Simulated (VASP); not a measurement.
# Ti9S in VASP: further runs

The runs below take Ti9S through single point, with PBE.

Program: VASP 6.6.1. These are calculated values, not measurements. Logs are shortened: lines on timing, memory, paths and dates and some standing lists are left out, and cuts for length are marked.

**1. The cell of the first run**

The cell holds a slab with vacuum, 10 atoms: a = 2.832 Å, b = 7.932 Å, c = 19.927 Å, α = 90.00°, β = 90.00°, γ = 90.00°.

**2. Single point, PBE**

INCAR reads:

```
ALGO = Normal ; DIPOL = 0.5 0.5 0.331
EDIFF = 1E-6 ; ENCUT = 520
GGA = PE ; IDIPOL = 3
ISIF = 2 ; ISMEAR = 0
LASPH = True ; LCHARG = False
LDIPOL = True ; LREAL = False
LWAVE = False ; NBANDS = 68
NELM = 100 ; PREC = Accurate
SIGMA = 0.1
```

KPOINTS reads:

```
k-points
0
Gamma
  9 4 1
```

POSCAR reads:

```
Ti9S
1.0
    2.8319727881      0.0000000000      0.0000000000
    0.0000000000      7.9316622551      0.0000000000
    0.0000000000      0.0000000000     19.9268841162
Ti S
9 1
Direct
    0.0000000000      0.5000000000      0.2007338416
    0.5000000000      0.1666666667      0.2007338416
    0.5000000000      0.8333333333      0.2007338416
    0.0000000000      0.0000000000      0.3122110455
    0.5000000000      0.6684928875      0.3108725352
    0.5000000000      0.3315071125      0.3108725352
    0.0000000000      0.5000000000      0.4177589340
    0.5000000000      0.1666364294      0.4228902054
    0.5000000000      0.8333635706      0.4228902054
    0.8333333333      0.3333030960      0.5089082221
```

Potentials or basis: VASP PAW PBE potentials, release 64 (Ti_sv, S).

The run is started by

```
$ cat potpaw_PBE.64/Ti_sv/POTCAR potpaw_PBE.64/S/POTCAR > POTCAR
$ mpirun -np 1 vasp_std > vasp.out
```

OUTCAR:

```text
EDIFF = 1E-6
   ENCUT = 520
   GGA = PE
   ISIF = 2
   ISMEAR = 0
   LASPH = True
   LREAL = False
   NELM = 100
   PREC = Accurate

 ion  position               nearest neighbor table
   1  0.000  0.500  0.201-
   2  0.500  0.167  0.201-   6 2.55   3 2.64
   3  0.500  0.833  0.201-   5 2.55   2 2.64
   4  0.000  0.000  0.312-
   5  0.500  0.668  0.311-   3 2.55   9 2.59   6 2.67   7 2.89   7 2.89
   6  0.500  0.332  0.311-   2 2.55   8 2.59   5 2.67   7 2.89   7 2.89
   7  0.000  0.500  0.418-  10 2.30   6 2.89   5 2.89   5 2.89   6 2.89
   8  0.500  0.167  0.423-  10 2.36   6 2.59   9 2.64
   9  0.500  0.833  0.423-   5 2.59   8 2.64
  10  0.833  0.333  0.509-   7 2.30   8 2.36

  LATTYP: Found a simple orthorhombic cell.
 ALAT       =     2.8319727881
 B/A-ratio  =     2.8007551091
 C/A-ratio  =     7.0363967479

  Lattice vectors:

 A1 = (   2.8319727881,   0.0000000000,   0.0000000000)
 A2 = (   0.0000000000,   7.9316622551,   0.0000000000)
 A3 = (   0.0000000000,   0.0000000000,  19.9268841162)

Analysis of symmetry for initial positions (statically):
=====================================================================
 Subroutine PRICEL returns:
 Original cell was already a primitive cell.

 Routine SETGRP: Setting up the symmetry group for a
 simple orthorhombic supercell.

 Subroutine GETGRP returns: Found  1 space group operations
 (whereof  1 operations were pure point group operations)
 out of a pool of  8 trial point group operations.

The static configuration has the point symmetry C_1 .

Analysis of symmetry for dynamics (positions and initial velocities):
=====================================================================
 Subroutine PRICEL returns:
 Original cell was already a primitive cell.

 Routine SETGRP: Setting up the symmetry group for a
 simple orthorhombic supercell.

 Subroutine GETGRP returns: Found  1 space group operations
 (whereof  1 operations were pure point group operations)
 out of a pool of  8 trial point group operations.

The dynamic configuration has the point symmetry C_1 .

 Subroutine INISYM returns: Found  1 space group operations
 (whereof  1 operations are pure point group operations),
 and found     1 'primitive' translations

----------------------------------------------------------------------------------------

                                     Primitive cell

  volume of cell :     447.6027

  direct lattice vectors                    reciprocal lattice vectors
     2.831972788  0.000000000  0.000000000     0.353110738  0.000000000  0.000000000
     0.000000000  7.931662255  0.000000000     0.000000000  0.126076977  0.000000000
     0.000000000  0.000000000 19.926884116     0.000000000  0.000000000  0.050183460

  length of vectors
     2.831972788  7.931662255 19.926884116     0.353110738  0.126076977  0.050183460

  position of ions in fractional coordinates (direct lattice)
     0.000000000  0.500000000  0.200733842
     0.500000000  0.166666667  0.200733842
     0.500000000  0.833333333  0.200733842
     0.000000000  0.000000000  0.312211045
     0.500000000  0.668492888  0.310872535
     0.500000000  0.331507112  0.310872535
     0.000000000  0.500000000  0.417758934
     0.500000000  0.166636429  0.422890205
     0.500000000  0.833363571  0.422890205
     0.833333333  0.333303096  0.508908222

  ion indices of the primitive-cell ions
   primitive index   ion index
                 1           1
                 2           2
                 3           3
                 4           4
                 5           5
                 6           6
                 7           7
                 8           8
                 9           9
                10          10

----------------------------------------------------------------------------------------

 KPOINTS: k-points

Automatic generation of k-mesh.
 Grid dimensions read from file:
 generate k-points for:    9    4    1

 Generating k-lattice:

  Cartesian coordinates                     Fractional coordinates (reciprocal lattice)
     0.039234526  0.000000000  0.000000000     0.111111111  0.000000000  0.000000000
     0.000000000  0.031519244  0.000000000     0.000000000  0.250000000  0.000000000
     0.000000000  0.000000000  0.050183460     0.000000000  0.000000000  1.000000000

  Length of vectors
     0.039234526  0.031519244  0.050183460

  Shift w.r.t. Gamma in fractional coordinates (k-lattice)
     0.000000000  0.000000000  0.000000000

 Subroutine IBZKPT returns following result:
 ===========================================

 Found     19 irreducible k-points:

 Following reciprocal coordinates:
            Coordinates               Weight
  0.000000  0.000000  0.000000      1.000000
  0.111111  0.000000  0.000000      2.000000
  0.222222  0.000000  0.000000      2.000000
  0.333333  0.000000  0.000000      2.000000
  0.444444  0.000000  0.000000      2.000000
  0.000000  0.250000  0.000000      2.000000
[... 11 lines left out ...]
  0.333333  0.500000  0.000000      2.000000
  0.444444  0.500000  0.000000      2.000000
   k-points           NKPTS =     19   k-points in BZ     NKDIM =     19   number of bands    NBANDS=     68
   number of dos      NEDOS =    301   number of ions     NIONS =     10
   total plane-waves  NPLWV = 216000
   dimension x,y,z NGX =    24 NGY =   60 NGZ =  150
   dimension x,y,z NGXF=    48 NGYF=  120 NGZF=  300
   ions per type =               9   1
   NGX,Y,Z   is equivalent  to a cutoff of  14.09, 12.58, 12.51 a.u.
   NGXF,Y,Z  is equivalent  to a cutoff of  28.18, 25.15, 25.03 a.u.
 SYSTEM =  unknown system
   PREC   = accura    normal or accurate (medium, high low for compatibility)
   ISTART =      0    job   : 0-new  1-cont  2-samecut
   ICHARG =      2    charge: 1-file 2-atom 10-const
   ISPIN  =      1    spin polarized calculation?
   LNONCOLLINEAR =      F non collinear calculations
   LSORBIT =      F    spin-orbit coupling
   LASPH  =      T    aspherical Exc in radial PAW
   ENCUT  =  520.0 eV  38.22 Ry    6.18 a.u.   5.27 14.75 37.05*2*pi/ulx,y,z
   NELM   =    100;   NELMIN=  2; NELMDL= -5     # of ELM steps
   EDIFF  = 0.1E-05   stopping-criterion for ELM
   LREAL  =      F    real-space projection
   EDIFFG = 0.1E-04   stopping-criterion for IOM
   NSW    =      0    number of steps for IOM
   IBRION =     -1    ionic relax: 0-MD 1-quasi-New 2-CG
   NFREE  =      0    steps in history (QN), initial steepest desc. (CG)
   ISIF   =      2    stress and relaxation
   ISYM   =      2    0-nonsym 1-usesym 2-fastsym
   POTIM  = 0.5000    time-step for ionic-motion
   TEBEG  =    0.0;   TEEND  =   0.0 temperature during run
   PSTRESS=    0.0 pullay stress
   NELECT =     114.0000    total number of electrons
   NUPDOWN=      -1.0000    fix difference up-down
   EMIN   =  10.00;   EMAX   =-10.00  energy-range for DOS
   EFERMI =   0.00;   METHOD = LEGACY
   ISMEAR =     0;   SIGMA  =   0.10  broadening in eV -4-tet -1-fermi 0-gaus
   EFERMI_NEDOS =   21; number of points for ismear=-14 and -15
   IALGO  =     38    algorithm
   IMIX   =      4    mixing-type and parameters
     AMIX     =   0.40;   BMIX     =  1.00
     AMIX_MAG =   1.60;   BMIX_MAG =  1.00
  volume/ion in A,a.u.               =      44.76       302.06
  Fermi-wavevector in a.u.,A,eV,Ry     =   1.037717  1.961001 14.651520  1.076856
  Thomas-Fermi vector in A             =   2.172168
   LORBIT       =      0    0 simple, 1 ext, 2 COOP (PROOUT), +10 PAW based schemes
   GGA     = PE    functional components
   LHFCALC =     F    Hartree Fock is set to
   AEXX    =    0.0000 exact exchange contribution
   IVDW    =     0    specifies the selected vdW correction
   LEPSILON=     F    determine dielectric tensor
   LRPA    =     F    only Hartree local field effects (RPA)
 non-spin polarized calculation
 Gauss-broadening in eV      SIGMA  =   0.10
  energy-cutoff  :      520.00
  volume of cell :      447.60
 maximum number of plane-waves:     12087
 NGX is ok and might be reduce to    24
   NGX = 11   NGY = 29   NGZ = 75

 dipolmoment           0.000000      0.000000     -0.009248 electrons x Angstroem

 number of electron     113.9999965 magnetization

 dipolmoment           0.000000      0.000000      0.045580 electrons x Angstroem

 Free energy of the ion-electron system (eV)
  ---------------------------------------------------
  ext. energy  EPLUGINS =         0.00000000
  ---------------------------------------------------
  free energy    TOTEN  =       -71.47222126 eV

  energy without entropy =      -71.39119499  energy(sigma->0) =      -71.43170812

 E-fermi :   0.4794     XC(G=0):  -5.2700

 val. band max:        0.4767039719   @ k =   0.0000   0.2500   0.0000
 cond. band min:       0.4902123751   @ k =   0.3333   0.5000   0.0000
 fundamental gap:      0.0135084032
 Fermi energy:         0.4794140180

 k-point     1 :       0.0000    0.0000    0.0000
  band No.  band energies     occupation
      1     -56.5373      2.00000
      2     -56.4406      2.00000
      3     -56.2801      2.00000
      4     -56.2327      2.00000
      5     -56.2187      2.00000
      6     -56.1668      2.00000
[... 60 lines left out ...]
     67       1.7104      0.00000
     68       1.7493      0.00000

 k-point     2 :       0.1111    0.0000    0.0000
  band No.  band energies     occupation
      1     -56.5307      2.00000
      2     -56.4336      2.00000
      3     -56.2734      2.00000
      4     -56.2261      2.00000
      5     -56.2124      2.00000
      6     -56.1605      2.00000
[... 1196 lines left out ...]
     67       1.6707      0.00000
     68       1.7573      0.00000

 k-point    19 :       0.4444    0.5000    0.0000
  band No.  band energies     occupation
      1     -56.4823      2.00000
      2     -56.3824      2.00000
      3     -56.2236      2.00000
      4     -56.1760      2.00000
      5     -56.1672      2.00000
      6     -56.1152      2.00000
[... 60 lines left out ...]
     67       1.7477      0.00000
     68       1.8276      0.00000

------------------------ aborting loop because EDIFF is reached ----------------------------------------

 vacuum level on the upper side and lower side of the slab       (xc-potential included)         0.024        -0.329

  FORCE on cell =-STRESS in cart. coord.  units (eV):
  Direction    XX          YY          ZZ          XY          YZ          ZX
  --------------------------------------------------------------------------------------
  -------------------------------------------------------------------------------------
  Total       -1.6120310      0.6364379      0.8272477      1.0849304     -0.3395703     -0.2189792
  in kB       -5.7702057      2.2781061      2.9611026      3.8834682     -1.2154793     -0.7838281
  external PRESSURE =      -0.1769990 kB  Pullay stress =       0.0000000 kB

 VOLUME and BASIS-vectors are now :
 -----------------------------------------------------------------------------
  energy-cutoff  :      520.00
  volume of cell :      447.60
      direct lattice vectors                 reciprocal lattice vectors
     2.831972788  0.000000000  0.000000000     0.353110738  0.000000000  0.000000000
     0.000000000  7.931662255  0.000000000     0.000000000  0.126076977  0.000000000
     0.000000000  0.000000000 19.926884116     0.000000000  0.000000000  0.050183460

 POSITION                                       TOTAL-FORCE (eV/Angst)
 -----------------------------------------------------------------------------------
      0.00000      3.96583      4.00000        -0.008507      0.056227      0.305583
      1.41599      1.32194      4.00000         0.004424     -0.074800     -0.088696
      1.41599      6.60972      4.00000         0.005820     -0.018002     -0.128525
      0.00000      0.00000      6.22139         0.002975     -0.108680     -0.201258
      1.41599      5.30226      6.19472         0.037425      0.058535     -0.242114
      1.41599      2.62940      6.19472         0.023210     -0.023406     -0.122851
      0.00000      3.96583      8.32463         0.345500      0.654814      0.008880
      1.41599      1.32170      8.42688        -0.443129      0.043030      0.443917
      1.41599      6.60996      8.42688         0.052269     -0.240183      0.010676
      2.35998      2.64365     10.14096        -0.019987     -0.347536      0.014389
 -----------------------------------------------------------------------------------
    total drift:                               -0.000046      0.000033      0.001644

  FREE ENERGIE OF THE ION-ELECTRON SYSTEM (eV)
  ---------------------------------------------------
  free  energy   TOTEN  =       -71.4722212587 eV

  energy  without entropy=      -71.3911949878  energy(sigma->0) =      -71.43170812

 vacuum level on the upper side and lower side of the slab         5.095         4.705
```

It took 28 min on 1 thread of Intel Xeon Platinum 8488C (Sapphire Rapids), shared host; peak memory 0.71 GiB.

Results:

```yaml
Free_energy: -71.4722 eV
Largest_force: 0.740 eV/Å
Band_gap_on_the_k_mesh: zero (bands 57 and 58 overlap by 0.33 eV)
```

Forces on the atoms (eV/Å):
```
Ti  -0.009  0.056  0.306
Ti   0.004 -0.075 -0.089
Ti   0.006 -0.018 -0.129
Ti   0.003 -0.109 -0.201
Ti   0.037  0.059 -0.242
Ti   0.023 -0.023 -0.123
Ti   0.345  0.655  0.009
Ti  -0.443  0.043  0.444
Ti   0.052 -0.240  0.011
S   -0.020 -0.348  0.014
```

**3. Single point, PBE**

INCAR reads:

```
SYSTEM = Ti9S
PREC = Accurate
ENCUT = 520
EDIFF = 1E-6
ISMEAR = 0
SIGMA = 0.1
LREAL = .False.
LASPH = .True.
NELM = 100
ALGO = Normal
ISIF = 2
LWAVE = .False.
LCHARG = .True.
LDIPOL = .True.
IDIPOL = 3
DIPOL = 0.5 0.5 0.333
GGA = PE
LELF = .True.
LVHAR = .True.
LVACPOTAV = .True.
NBANDS = 68
```

KPOINTS reads:

```
Automatic mesh
0
Gamma
  9 4 1
  0 0 0
```

POSCAR: that of step 2 with these lines changed.

```diff
@@ -17,2 +17,2 @@
     0.5000000000      0.8333635706      0.4228902054
-    0.8333333333      0.3333030960      0.5089082221
+    0.6666666667      0.1666364294      0.5301401783
```

Potentials or basis: VASP PAW PBE potentials, release 64 (Ti_sv, S).

The run is started by

```
$ cat potpaw_PBE.64/Ti_sv/POTCAR potpaw_PBE.64/S/POTCAR > POTCAR
$ mpirun -np 1 vasp_std > vasp.out
```

It took 19 min on 1 thread of Intel Xeon 6975P-C (Granite Rapids), shared host; peak memory 0.7 GiB.

The run converged. Its results:

* Free energy: -70.4922 eV
* Largest force: 0.928 eV/Å
* Band gap on the k mesh: zero (bands 57 and 58 overlap by 0.24 eV)

Forces in eV/Å, atoms in the order of the input:
```
Ti  -0.001 -0.006  0.263
Ti   0.003 -0.007 -0.020
Ti  -0.004 -0.022 -0.085
Ti  -0.045 -0.290 -0.399
Ti   0.015 -0.164 -0.246
Ti  -0.030  0.313 -0.269
Ti  -0.086  0.156  0.084
Ti  -0.811  0.345  0.292
Ti   0.117 -0.184  0.375
S    0.842 -0.140  0.006
```

Levels at points of the mesh, in eV from the Fermi level:
| k point | band 55 | band 56 | band 57 | band 58 | band 59 | band 60 |
| --- | --- | --- | --- | --- | --- | --- |
| (0.00, 0.00, 0.00) | -0.24 | -0.23 | -0.10 | -0.06 | 0.10 | 0.27 |
| (0.00, 0.50, 0.00) | -0.29 | -0.07 | 0.10 | 0.18 | 0.23 | 0.31 |

**4. Single point, PBE**

INCAR reads:

```
SYSTEM = Ti9S
PREC = Accurate
ENCUT = 520
EDIFF = 1E-6
ISMEAR = 0
SIGMA = 0.1
LREAL = .FALSE.
LASPH = .TRUE.
NELM = 100
ALGO = Normal
ISIF = 2
LWAVE = .FALSE.
LCHARG = .TRUE.
LDIPOL = .TRUE.
IDIPOL = 3
DIPOL = 0.5 0.5 0.332
GGA = PE
LELF = .TRUE.
LVHAR = .TRUE.
LVACPOTAV = .TRUE.
NBANDS = 68
```

KPOINTS reads:

```
regular mesh
0
G
  9 4 1
  0 0 0
```

POSCAR: that of step 3 with these lines changed.

```diff
@@ -17,2 +17,2 @@
     0.5000000000      0.8333635706      0.4228902054
-    0.6666666667      0.1666364294      0.5301401783
+    0.8333333333      0.1666364294      0.5217688400
```

The run is started by

```
$ cat potpaw_PBE.64/Ti_sv/POTCAR potpaw_PBE.64/S/POTCAR > POTCAR
$ mpirun -np 1 vasp_std > vasp.out
```

Wall time 50 min (1 thread of Intel Xeon 8259CL, shared host); peak memory 0.73 GiB.

The run converged. Its results:

| Quantity | Value |
| --- | --- |
| Free energy | -70.8973 eV |
| Largest force | 0.807 eV/Å |
| Band gap on the k mesh | zero (bands 57 and 58 overlap by 0.22 eV) |

Forces on the atoms (eV/Å):
```
Ti   0.000 -0.011  0.253
Ti   0.006 -0.016 -0.026
Ti  -0.005 -0.009 -0.087
Ti  -0.022 -0.292 -0.475
Ti   0.021 -0.145 -0.247
Ti  -0.032  0.332 -0.229
Ti  -0.103  0.149  0.066
Ti  -0.692  0.136  0.393
Ti   0.137 -0.164  0.341
S    0.691  0.020  0.011
```

Levels at points of the mesh, in eV from the Fermi level:
| k point | band 54 | band 55 | band 56 | band 57 | band 58 | band 59 | band 60 | band 61 |
| --- | --- | --- | --- | --- | --- | --- | --- | --- |
| (0.00, 0.00, 0.00) | -0.39 | -0.26 | -0.24 | -0.10 | -0.06 | 0.09 | 0.27 | 0.34 |
| (0.00, 0.50, 0.00) | -0.38 | -0.29 | -0.08 | 0.09 | 0.18 | 0.19 | 0.29 | 0.43 |

**5. Overview**

| cell | gap on the mesh (eV) | largest force (eV/Å) |
| --- | --- | --- |
| as given, atomic positions A | none | 0.74 |
| as given, atomic positions B | none | 0.93 |
| as given, atomic positions C | none | 0.81 |

Alike in all rows: task single point; level PBE; potentials or basis VASP PAW PBE potentials, release 64 (Ti_sv, S); no spin polarisation; k mesh 9 × 4 × 1; cutoff (eV) 520; smearing gaussian 0.1 eV.

Total energies depend on the potentials used, so only differences within one code and one set of settings carry meaning.
